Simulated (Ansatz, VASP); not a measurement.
# AlB2As3 in VASP and in Ansatz

```
CELL_PARAMETERS angstrom
3.57763 0.00000 0.00000
-1.78882 3.09832 0.00000
0.00000 0.00000 18.22268
ATOMIC_POSITIONS crystal
Al 0.33333 0.66667 0.65494
Al 0.66667 0.33333 0.84840
B 0.33333 0.66667 0.02238
B 0.33333 0.66667 0.32826
B 0.66667 0.33333 0.17539
B 0.66667 0.33333 0.48066
As 0.33333 0.66667 0.13821
As 0.33333 0.66667 0.44395
As 0.33333 0.66667 0.78831
As 0.66667 0.33333 0.29104
As 0.66667 0.33333 0.59531
As 0.66667 0.33333 0.98515
```

Alike in both runs: functional PBE; k mesh 12 × 12 × 2; occupations gaussian, width 0.01 eV; no spin polarisation.

Ansatz relaxed the structure, and its values are those at the end. VASP's run is a single point on that final structure, the one shown.

```csv
,VASP,Ansatz
version,VASP 6.6.1,Ansatz 0.2.0
potentials or method,"VASP PAW PBE potentials, release 64 (Al, B, As), cutoff 520 eV","scalar-relativistic, plane waves, PAW"
valence electrons in the cell,48,108
```

Ansatz gave:

```
gap on the k mesh at the Fermi level (eV) : 0.09
least direct gap on the mesh (eV)         : 0.10
pressure (GPa)                            : 0.0
rms of the force components (eV/Å)        : 0.000
```

Which values does VASP return?

gap on the k mesh at the Fermi level (eV): 0.08; least direct gap on the mesh (eV): 0.09; pressure (GPa): 0.3; rms of the force components (eV/Å): 0.009.

With one functional, cell and mesh, what is left measures potentials, basis and numerics. VASP's potentials hold 48 valence electrons a cell and Ansatz's 108, so a difference there can come from the potentials and not from the codes.
